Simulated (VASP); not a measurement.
# Zn4In4Ga4O14F (a cell with a defect) in VASP: single point with PBE

Aim: the single point of Zn4In4Ga4O14F (a cell with a defect) with PBE.

All numbers are computed with VASP 6.6.1; they aren't measurements. Logs are shortened: lines on timing, memory, paths and dates and some standing lists are left out, and cuts for length are marked.

## (1) The cell of the first run

The cell holds a defect, 27 atoms: a = 9.538 Å, b = 9.538 Å, c = 9.538 Å, α = 41.26°, β = 41.26°, γ = 41.26°.

## (2) Single point, PBE, collinear spin, zero start

Contents of INCAR:

```
PREC = Accurate ; ENCUT = 520
EDIFF = 1E-6 ; ISMEAR = -1
SIGMA = 0.02 ; LREAL = Auto
LASPH = T ; NELM = 150
ALGO = Normal ; ISIF = 2
LWAVE = F ; LCHARG = T
ISPIN = 2 ; MAGMOM = 0 0 0 0 0 0 0 0 0 0 0 0 0 0 0 0 0 0 0 0 0 0 0 0 0 0 0
LORBIT = 11 ; GGA = PE
LELF = T ; LVHAR = T
NELECT = 241.0 ; NBANDS = 144
```

Contents of KPOINTS:

```
Automatic mesh
0
Gamma
  2 2 2
```

Contents of POSCAR:

```
Zn4In4Ga4O14F
1.0
   -3.3606540000     -1.9402740000      8.7134050000
    3.3606540000     -1.9402740000      8.7134050000
    0.0000000000      3.8805490000      8.7134050000
Zn In Ga O F
4 4 4 14 1
Direct
    0.2119582827      0.2119582827      0.2485592348
    0.7178836832      0.7178836832      0.2164021356
    0.7438538748      0.2094040326      0.7053835766
    0.2094040326      0.7438538748      0.7053835766
   -0.0042627077     -0.0042627077      0.0047901362
    0.5065839012      0.5065839012      0.0038541311
    0.5066550581     -0.0051962065      0.4994238114
   -0.0051962065      0.5066550581      0.4994238114
    0.7853706155      0.7853706155      0.7930528312
    0.2835527804      0.2835527804      0.7544943189
    0.2939768267      0.7666779735      0.2994594146
    0.7666779735      0.2939768267      0.2994594146
    0.3009142296      0.3009142296      0.2880979243
    0.7170119495      0.7170119495      0.7071778469
    0.8633694556      0.8633694556      0.8634676728
    0.7918951411      0.7918951411      0.2953633896
    0.2030530229      0.2030530229      0.7079235443
    0.6206307424      0.6206307424      0.1249504610
    0.7849589044      0.2988776238      0.7972268449
    0.2026931098      0.7202450505      0.2185494671
    0.6062594310      0.1398469411      0.6447347514
    0.3568190239      0.8745509892      0.3520072085
    0.2988776238      0.7849589044      0.7972268449
    0.7202450505      0.2026931098      0.2185494671
    0.1398469411      0.6062594310      0.6447347514
    0.8745509892      0.3568190239      0.3520072085
    0.1388232490      0.1388232490      1.0946995596
```

Potentials or basis: VASP PAW PBE potentials, release 64 (Zn, In_d, Ga_d, O, F).

Launch:

```sh
> cat potpaw_PBE.64/Zn/POTCAR potpaw_PBE.64/In_d/POTCAR potpaw_PBE.64/Ga_d/POTCAR potpaw_PBE.64/O/POTCAR potpaw_PBE.64/F/POTCAR > POTCAR
> mpirun -np 1 vasp_std > vasp.out
```

OUTCAR:

```text
PREC = Accurate
   ENCUT = 520
   EDIFF = 1E-6
   ISMEAR = -1
   LREAL = Auto
   LASPH = T
   NELM = 150
   ISIF = 2
   ISPIN = 2
   LORBIT = 11
   GGA = PE
   NELECT = 241.0

 ion  position               nearest neighbor table
   1  0.212  0.212  0.249-  13 1.90  22 1.96  26 1.96   8 3.44   7 3.44
   2  0.718  0.718  0.216-  16 1.98  15 2.01  22 2.06  26 2.06  18 2.49
   3  0.744  0.209  0.705-  19 1.95  15 1.98  26 2.02  21 2.35   5 3.51   8 3.52
   4  0.209  0.744  0.705-  23 1.95  15 1.98  22 2.02  25 2.35   5 3.51   7 3.52
   5  0.996  0.996  0.005-  16 2.17  17 2.21  19 2.23  23 2.23  20 2.27  24 2.27   7 3.31   8 3.31
                             6 3.37   6 3.37   7 3.42   8 3.42   3 3.51   4 3.51
   6  0.507  0.507  0.004-  13 2.20  19 2.23  23 2.23  14 2.25  20 2.28  24 2.28   7 3.34   8 3.34
                             5 3.37   5 3.37   7 3.39   8 3.39
   7  0.507  0.995  0.499-  16 2.17  17 2.22  13 2.22  23 2.23  14 2.25  24 2.27   8 3.28   5 3.31
                             6 3.34   6 3.39  10 3.39   5 3.42   1 3.44   8 3.44   4 3.52
   8  0.995  0.507  0.499-  16 2.17  17 2.22  13 2.22  19 2.23  14 2.25  20 2.27   7 3.28   5 3.31
                             6 3.34   6 3.39  10 3.39   5 3.42   1 3.44   7 3.44   3 3.52
   9  0.785  0.785  0.793-  18 1.93  14 1.94  15 1.97  21 2.03  25 2.03
  10  0.284  0.284  0.754-  17 1.81  21 1.85  25 1.85  27 1.93   7 3.39   8 3.39
  11  0.294  0.767  0.299-  18 1.89  20 1.91  22 1.96  25 1.97  27 2.15
  12  0.767  0.294  0.299-  18 1.89  24 1.91  26 1.96  21 1.97  27 2.15
  13  0.301  0.301  0.288-   1 1.90   6 2.20   7 2.22   8 2.22
  14  0.717  0.717  0.707-   9 1.94   6 2.25   8 2.25   7 2.25
  15  0.863  0.863  0.863-   9 1.97   4 1.98   3 1.98   2 2.01
  16  0.792  0.792  0.295-   2 1.98   7 2.17   8 2.17   5 2.17
  17  0.203  0.203  0.708-  10 1.81   5 2.21   8 2.22   7 2.22
  18  0.621  0.621  0.125-  11 1.89  12 1.89   9 1.93   2 2.49
  19  0.785  0.299  0.797-   3 1.95   6 2.23   8 2.23   5 2.23
  20  0.203  0.720  0.219-  11 1.91   8 2.27   5 2.27   6 2.28
  21  0.606  0.140  0.645-  10 1.85  12 1.97   9 2.03   3 2.35
  22  0.357  0.875  0.352-  11 1.96   1 1.96   4 2.02   2 2.06
  23  0.299  0.785  0.797-   4 1.95   6 2.23   7 2.23   5 2.23
  24  0.720  0.203  0.219-  12 1.91   7 2.27   5 2.27   6 2.28
  25  0.140  0.606  0.645-  10 1.85  11 1.97   9 2.03   4 2.35
  26  0.875  0.357  0.352-  12 1.96   1 1.96   3 2.02   2 2.06
  27  0.139  0.139  0.095-  10 1.93  11 2.15  12 2.15

  LATTYP: Found a trigonal (rhomboedric) cell.
 ALAT       =     9.5384529771
 COS(alpha) =     0.7517314473

  Lattice vectors:

 A1 = (  -3.3606540000,  -1.9402740000,   8.7134050000)
 A2 = (   3.3606540000,  -1.9402740000,   8.7134050000)
 A3 = (   0.0000000000,   3.8805490000,   8.7134050000)

Analysis of symmetry for initial positions (statically):
=====================================================================
 Subroutine PRICEL returns:
 Original cell was already a primitive cell.

 Routine SETGRP: Setting up the symmetry group for a
 trigonal (rhombohedral) supercell.

 Subroutine GETGRP returns: Found  2 space group operations
 (whereof  2 operations were pure point group operations)
 out of a pool of 12 trial point group operations.

The static configuration has the point symmetry C_1h.

Analysis of symmetry for dynamics (positions and initial velocities):
=====================================================================
 Subroutine PRICEL returns:
 Original cell was already a primitive cell.

 Routine SETGRP: Setting up the symmetry group for a
 trigonal (rhombohedral) supercell.

 Subroutine GETGRP returns: Found  2 space group operations
 (whereof  2 operations were pure point group operations)
 out of a pool of 12 trial point group operations.

The dynamic configuration has the point symmetry C_1h.

Analysis of structural, dynamic, and magnetic symmetry:
=====================================================================
 Subroutine PRICEL returns:
 Original cell was already a primitive cell.

 Routine SETGRP: Setting up the symmetry group for a
 trigonal (rhombohedral) supercell.

 Subroutine GETGRP returns: Found  2 space group operations
 (whereof  2 operations were pure point group operations)
[... 118 lines left out ...]
   dimension x,y,z NGX =    72 NGY =   72 NGZ =   72
   dimension x,y,z NGXF=   144 NGYF=  144 NGZF=  144
   ions per type =               4   4   4  14   1
   NGX,Y,Z   is equivalent  to a cutoff of  12.55, 12.55, 12.55 a.u.
   NGXF,Y,Z  is equivalent  to a cutoff of  25.10, 25.10, 25.10 a.u.
 SYSTEM =  unknown system
   PREC   = accura    normal or accurate (medium, high low for compatibility)
   ISTART =      0    job   : 0-new  1-cont  2-samecut
   ICHARG =      2    charge: 1-file 2-atom 10-const
   ISPIN  =      2    spin polarized calculation?
   LNONCOLLINEAR =      F non collinear calculations
   LSORBIT =      F    spin-orbit coupling
   LASPH  =      T    aspherical Exc in radial PAW
   ENCUT  =  520.0 eV  38.22 Ry    6.18 a.u.  17.74 17.74 17.74*2*pi/ulx,y,z
   NELM   =    150;   NELMIN=  2; NELMDL= -5     # of ELM steps
   EDIFF  = 0.1E-05   stopping-criterion for ELM
   LREAL  =      T    real-space projection
   EDIFFG = 0.1E-04   stopping-criterion for IOM
   NSW    =      0    number of steps for IOM
   IBRION =     -1    ionic relax: 0-MD 1-quasi-New 2-CG
   NFREE  =      0    steps in history (QN), initial steepest desc. (CG)
   ISIF   =      2    stress and relaxation
   ISYM   =      2    0-nonsym 1-usesym 2-fastsym
   POTIM  = 0.5000    time-step for ionic-motion
   TEBEG  =    0.0;   TEEND  =   0.0 temperature during run
   PSTRESS=    0.0 pullay stress
   NELECT =     241.0000    total number of electrons
   NUPDOWN=      -1.0000    fix difference up-down
   EMIN   =  10.00;   EMAX   =-10.00  energy-range for DOS
   EFERMI =   0.00;   METHOD = LEGACY
   ISMEAR =    -1;   SIGMA  =   0.02  broadening in eV -4-tet -1-fermi 0-gaus
   EFERMI_NEDOS =   21; number of points for ismear=-14 and -15
   IALGO  =     38    algorithm
   IMIX   =      4    mixing-type and parameters
     AMIX     =   0.40;   BMIX     =  1.00
     AMIX_MAG =   1.60;   BMIX_MAG =  1.00
  volume/ion in A,a.u.               =      12.63        85.20
  Fermi-wavevector in a.u.,A,eV,Ry     =   1.458384  2.755946 28.938002  2.126883
  Thomas-Fermi vector in A             =   2.575075
   LORBIT       =     11    0 simple, 1 ext, 2 COOP (PROOUT), +10 PAW based schemes
   GGA     = PE    functional components
   LHFCALC =     F    Hartree Fock is set to
   AEXX    =    0.0000 exact exchange contribution
   IVDW    =     0    specifies the selected vdW correction
   LEPSILON=     F    determine dielectric tensor
   LRPA    =     F    only Hartree local field effects (RPA)
 spin polarized calculation
  energy-cutoff  :      520.00
  volume of cell :      340.90
 maximum number of plane-waves:      9230
 NGX is ok and might be reduce to    72
   NGX = 35   NGY = 35   NGZ = 35

 number of electron     240.9999998 magnetization       0.2483647

 Free energy of the ion-electron system (eV)
  ---------------------------------------------------
  ext. energy  EPLUGINS =         0.00000000
  ---------------------------------------------------
  free energy    TOTEN  =      -149.37142313 eV

  energy without entropy =     -149.36654872  energy(sigma->0) =     -149.36898593

 E-fermi :   5.8776     XC(G=0): -10.7756

 val. band max:        5.8683249160   @ k =  -0.0000  -0.0000   0.5000
 cond. band min:       6.0005152508   @ k =  -0.0000  -0.0000   0.5000
 fundamental gap:      0.1321903348
 Fermi energy:         5.8775979724

 spin component 1

 k-point     1 :       0.0000    0.0000    0.0000
  band No.  band energies     occupation
      1     -20.6047      1.00000
      2     -15.1661      1.00000
      3     -14.7327      1.00000
      4     -14.6152      1.00000
      5     -14.5506      1.00000
      6     -13.9748      1.00000
[... 799 lines left out ...]
    131       9.2803      0.00000
    132       9.4585      0.00000
 Fermi energy:         5.8775979724

 spin component 2

 k-point     1 :       0.0000    0.0000    0.0000
  band No.  band energies     occupation
      1     -20.5970      1.00000
      2     -15.1566      1.00000
      3     -14.7220      1.00000
      4     -14.6108      1.00000
      5     -14.5461      1.00000
      6     -13.9677      1.00000
[... 799 lines left out ...]
    131       9.3191      0.00000
    132       9.4698      0.00000
 [bands above 132 left out]

------------------------ aborting loop because EDIFF is reached ----------------------------------------

  FORCE on cell =-STRESS in cart. coord.  units (eV):
  Direction    XX          YY          ZZ          XY          YZ          ZX
  --------------------------------------------------------------------------------------
  -------------------------------------------------------------------------------------
  Total      -10.3468456    -11.1417395    -16.0986918      0.0000000     -0.3446833      0.0000000
  in kB      -48.6286775    -52.3645638    -75.6615228      0.0000000     -1.6199617      0.0000000
  external PRESSURE =     -58.8849214 kB  Pullay stress =       0.0000000 kB

 VOLUME and BASIS-vectors are now :
 -----------------------------------------------------------------------------
  energy-cutoff  :      520.00
  volume of cell :      340.90
      direct lattice vectors                 reciprocal lattice vectors
    -3.360654000 -1.940274000  8.713405000    -0.148780565 -0.085898506  0.038255236
     3.360654000 -1.940274000  8.713405000     0.148780565 -0.085898506  0.038255236
     0.000000000  3.880549000  8.713405000     0.000000000  0.171797012  0.038255226

 POSITION                                       TOTAL-FORCE (eV/Angst)
 -----------------------------------------------------------------------------------
      0.00000      0.14203      5.85955         0.000000     -0.039551     -0.031397
      0.00000     -1.94602     14.39602         0.000000      0.008776     -0.017544
     -1.79610      0.88769     14.45241         0.042307      0.008916     -0.037251
      1.79610      0.88769     14.45241        -0.042307      0.008916     -0.037251
      0.00000     -3.84542     17.39426         0.000000      0.001320      0.005242
      0.00000     -1.95087      8.86172         0.000000      0.006025      0.025546
[... 19 lines left out ...]
     -1.73992     -1.02321     13.79661         0.018920     -0.011442      0.001940
      0.00000     -0.17122      3.24440         0.000000      0.059856      0.007783
 -----------------------------------------------------------------------------------
    total drift:                                0.000000      0.013281      0.027303

  FREE ENERGIE OF THE ION-ELECTRON SYSTEM (eV)
  ---------------------------------------------------
  free  energy   TOTEN  =      -149.3714231324 eV

  energy  without entropy=     -149.3665487208  energy(sigma->0) =     -149.36898593

 total charge

# of ion       s       p       d       tot
------------------------------------------
    1        0.477   0.422   9.861  10.760
    2        0.414   0.410   9.885  10.709
    3        0.452   0.392   9.857  10.700
    4        0.452   0.392   9.857  10.700
    5        0.634   0.567  10.028  11.230
    6        0.628   0.549  10.021  11.198
[... 19 lines left out ...]
   26        1.559   3.433   0.000   4.992
   27        1.748   4.341   0.000   6.089
--------------------------------------------------
tot         30.818  59.110 120.397 210.325

 magnetization (x)

# of ion       s       p       d       tot
------------------------------------------
    1        0.006   0.005   0.001   0.012
    2       -0.001  -0.000  -0.000  -0.001
    3        0.006   0.005   0.001   0.012
    4        0.006   0.005   0.001   0.012
    5        0.000   0.001   0.000   0.002
    6        0.001   0.000  -0.000   0.001
[... 19 lines left out ...]
   26        0.001   0.008   0.000   0.009
   27        0.001   0.002   0.000   0.003
--------------------------------------------------
tot          0.047   0.079   0.004   0.130
```

It took 1.7 h on 1 thread of Intel Xeon Platinum 8259CL at 2.50GHz (Skylake/Cascade Lake), shared host; peak memory 1.3 GiB.

Results:

* Free energy: -149.3714 eV
* Largest force: 0.080 eV/Å
* Net moment: 0.25 μB per cell
* Valence electrons inside the program's atomic spheres: Zn 10.76, 10.71, 10.70 (each value once); In 11.23, 11.20, 11.24 (each value once); Ga 11.55, 11.77, 11.59 (each value once); O 4.98, 5.00, 4.99, 5.04, 5.06, 4.96, 5.02 (each value once); F 6.09

Forces on the atoms (eV/Å):
```
Zn   0.000 -0.040 -0.031
Zn   0.000  0.009 -0.018
Zn   0.042  0.009 -0.037
Zn  -0.042  0.009 -0.037
In   0.000  0.001  0.005
In   0.000  0.006  0.026
In  -0.005  0.001  0.020
In   0.005  0.001  0.020
Ga   0.000 -0.011 -0.018
Ga   0.000 -0.077  0.025
Ga  -0.007  0.020 -0.017
Ga   0.007  0.020 -0.017
O    0.000 -0.011  0.055
O    0.000 -0.008 -0.023
O    0.000  0.028  0.006
O    0.000  0.003  0.005
O    0.000  0.014 -0.027
O    0.000 -0.025 -0.005
O    0.007  0.006  0.029
O    0.010 -0.009 -0.023
O   -0.029  0.009  0.024
O   -0.019 -0.011  0.002
O   -0.007  0.006  0.029
O   -0.010 -0.009 -0.023
O    0.029  0.009  0.024
O    0.019 -0.011  0.002
F    0.000  0.060  0.008
```

Caveat: the k points lie up to 0.55 Å⁻¹ apart; the cell carries a net charge on a neutralising background, which shifts energy and pressure; the cell is charged against a uniform background, so pressure and absolute levels hang on convention; no moment was typed at the start, so none could form; spin-orbit coupling is left out, which moves the levels of the heavy elements.
